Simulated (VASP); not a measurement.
**NaI: single point with r2SCAN**

The system is NaI.

```xyz
2
Lattice="0.0000 3.2297 3.2297 3.2297 0.0000 3.2297 3.2297 3.2297 0.0000" Properties=species:S:1:pos:R:3 pbc="T T T"
Na    0.0000    0.0000    0.0000
I     3.2297    3.2297    3.2297
```

```yaml
Program: VASP 6.6.1
Task: single point
Functional: r2SCAN
Potentials_or_basis: VASP PAW PBE potentials, release 64 (Na_pv, I)
Cutoff: 520 eV
k_mesh: 8 × 8 × 8
Occupations: gaussian, width 0.01 eV
Spin: no spin polarisation
```

The pressure is -0.1 GPa and the band gap on the k mesh is 4.46 eV.

Levels at points of the mesh, in eV from the valence-band top:
| k point | band 4 | band 5 | band 6 | band 7 | band 8 | band 9 | band 10 | band 11 |
| --- | --- | --- | --- | --- | --- | --- | --- | --- |
| (0.00, 0.00, 0.00) | -11.36 | 0.00 | 0.00 | 0.00 | 4.46 | 8.47 | 8.47 | 8.47 |
| (0.50, 0.00, 0.00) | -11.02 | -2.21 | -0.30 | -0.30 | 5.70 | 8.08 | 8.08 | 9.83 |
| (0.50, 0.50, 0.00) | -10.94 | -1.95 | -0.77 | -0.77 | 5.23 | 6.01 | 10.77 | 12.19 |

It took 2.9 min on 1 thread of Intel Xeon 8259CL, with other jobs on the host, peak memory 0.22 GiB.

Caveat: the PAW data sets were made with another functional, which shifts forces and pressure a little; spin-orbit coupling is left out, which moves the levels of the heavy elements.
